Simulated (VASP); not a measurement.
Wanted: the native input for a VASP 6.6.1 run.

| Quantity | Value |
| --- | --- |
| Task | single point |
| Functional | LDA |
| Potentials or basis | VASP PAW LDA potentials, release 64 (Al, N) |
| Cutoff | 520 eV |
| k mesh | 9 × 9 × 6 |
| Occupations | gaussian, width 0.05 eV |
| Spin | no spin polarisation |
| Dipole correction | no |
| Further INCAR settings | ALGO = Normal; EDIFF = 1e-06; NBANDS = 16 |

The structure of AlN lies in POSCAR:

```
AlN
1.0
    3.0370354175      0.0000000000      0.0000000000
   -1.5185177088      2.6301498238      0.0000000000
    0.0000000000      0.0000000000      4.8610264329
Al N
2 2
Direct
    0.3147813304      0.6666666667      0.0015210182
    0.6852186696      0.3333333333      0.5015210182
    0.3498904753      0.6666666667      0.3834789818
    0.6501095247      0.3333333333      0.8834789818
```

One way to write it, as run:

INCAR

```
ALGO = Normal ; EDIFF = 1E-6
ENCUT = 520 ; GGA = CA
ISIF = 2 ; ISMEAR = 0
LASPH = True ; LCHARG = False
LREAL = False ; LWAVE = False
NBANDS = 16 ; NELM = 80
PREC = Accurate ; SIGMA = 0.05
```

KPOINTS

```
k-points
0
Gamma
  9 9 6
```

Potentials or basis: VASP PAW LDA potentials, release 64 (Al, N).

Launch:

```sh
$ cat potpaw_LDA.64/Al/POTCAR potpaw_LDA.64/N/POTCAR > POTCAR
$ mpirun -np 1 vasp_std > vasp.out
```

Results of the run:

| Property | Result |
| --- | --- |
| Pressure | 12.5 GPa |
| Largest force | 0.331 eV/Å |
| Band gap on the k mesh | 4.84 eV, direct |

Wall time 24 s on 1 thread of Intel(R) Xeon(R) 6975P-C (Granite Rapids), with other jobs on the host, peak memory 0.19 GiB.
